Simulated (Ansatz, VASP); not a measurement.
# Zn: VASP beside Ansatz

```
CELL_PARAMETERS angstrom
-1.56599 1.56599 1.56599
1.56599 -1.56599 1.56599
1.56599 1.56599 -1.56599
ATOMIC_POSITIONS crystal
Zn 0.00000 0.00000 0.00000
```

Alike in both runs: functional PBE; k mesh 18 × 18 × 18; occupations gaussian, width 0.1 eV; no spin polarisation.

Ansatz relaxed the structure, and its values are those at the end. VASP's run is a single point on that final structure, the one shown.

```csv
,VASP,Ansatz
version,VASP 6.6.1,Ansatz 0.2.0
potentials or method,"VASP PAW PBE potentials, release 64 (Zn), cutoff 500 eV","scalar-relativistic, plane waves, PAW"
valence electrons in the cell,12,12
```

|  | VASP | Ansatz | Ansatz less VASP |
| --- | --- | --- | --- |
| gap on the k mesh at the Fermi level (eV) | none | none | - |
| pressure (GPa) | 0.3 | 0.0 | -0.33 |

A gap of «none» marks a metal or a gap that the smearing closes. With one functional, cell and mesh, what is left measures potentials, basis and numerics.
